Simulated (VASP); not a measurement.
A run of VASP 6.6.1 is set up as follows.

The input POSCAR:

```
Ru
1.0
    2.7058000000      0.0000000000      0.0000000000
   -1.3529000000      2.3432915376      0.0000000000
    0.0000000000      0.0000000000      4.2819000000
Ru
2
Direct
    0.6666666667      0.3333333333      0.7500000000
    0.3333333333      0.6666666667      0.2500000000
```

Contents of INCAR.step1:

```
SYSTEM = Ru
PREC     = Accurate       ! precision mode
ENCUT    = 520            ! plane-wave cutoff, eV
ISMEAR   = 0              ! smearing method
SIGMA    = 0.1            ! smearing width, eV
LREAL    = .False.        ! projectors in reciprocal space
LASPH    = .True.         ! aspherical terms in the spheres
NELM     = 80             ! most SCF steps
NBANDS   = 21             ! bands
GGA      = PE             ! functional
ALGO     = Normal         ! electronic algorithm
EDIFF    = 1E-4           ! SCF threshold, eV
LWAVE    = .True.         ! write WAVECAR
LCHARG   = .False.        ! write CHGCAR
```

File INCAR.step2:

```
SYSTEM = Ru
PREC     = Accurate       ! precision mode
ENCUT    = 520            ! plane-wave cutoff, eV
EDIFF    = 1E-6           ! SCF threshold, eV
ISMEAR   = 0              ! smearing method
SIGMA    = 0.1            ! smearing width, eV
LREAL    = .False.        ! projectors in reciprocal space
LASPH    = .True.         ! aspherical terms in the spheres
NELM     = 80             ! most SCF steps
ALGO     = Normal         ! electronic algorithm
ISIF     = 2              ! what is computed and relaxed
LWAVE    = .False.        ! write WAVECAR
LCHARG   = .True.         ! write CHGCAR
METAGGA  = R2SCAN         ! meta-GGA
LMIXTAU  = .True.       
LELF     = .True.         ! ELF
LVHAR    = .True.       
NBANDS   = 21             ! bands
ISTART   = 1
```

KPOINTS

```
regular mesh
0
Gamma
  9 9 5
  0 0 0
```

Potentials or basis: VASP PAW PBE potentials, release 64 (Ru_pv).

The run is started by

```bash
$ cat potpaw_PBE.64/Ru_pv/POTCAR > POTCAR
$ cp INCAR.step1 INCAR
$ mpirun -np 1 vasp_std > vasp.out
$ cp INCAR.step2 INCAR
$ mpirun -np 1 vasp_std > vasp.out
```

(1) Estimate the pressure.

(2) Predict the band gap on the k mesh.

## Answers

(1) -0.8 GPa.

(2) zero (bands 14 and 15 overlap by 3.17 eV).

Caveat: the PAW data sets were made with another functional, which shifts forces and pressure a little.
